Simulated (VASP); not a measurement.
Input of a VASP 6.6.1 run:

File INCAR:

```
SYSTEM = Y
PREC = Accurate
ENCUT = 520
EDIFF = 1E-6
ISMEAR = 0
SIGMA = 0.1
LREAL = .False.
LASPH = .True.
NELM = 100
ALGO = Normal
ISIF = 2
LWAVE = .False.
LCHARG = .True.
LDIPOL = .True.
IDIPOL = 3
DIPOL = 0.5 0.5 0.288
GGA = PE
LELF = .True.
LVHAR = .True.
LVACPOTAV = .True.
NBANDS = 18
```

Contents of KPOINTS:

```
Automatic mesh
0
Gamma
  6 6 1
  0 0 0
```

File POSCAR:

```
Y
1.0
    3.2254258614      0.0000000000      0.0000000000
    0.0000000000      3.2254258614      0.0000000000
    0.0000000000      0.0000000000     29.5394658800
Y
2
Direct
    0.5000000000      0.5000000000      0.3450223512
    0.5000000000      0.5000000000      0.2304789144
```

Potentials or basis: VASP PAW PBE potentials, release 64 (Y_sv).

Run with:

```sh
$ cat potpaw_PBE.64/Y_sv/POTCAR > POTCAR
$ mpirun -np 1 vasp_std > vasp.out
```

(1) Estimate the band gap on the k mesh.

(2) Estimate the largest force.

Results:

(1) zero (band 11 reaches -1.84 eV, above the bottom of band 12 at -2.25 eV).

(2) 0.009 eV/Å.
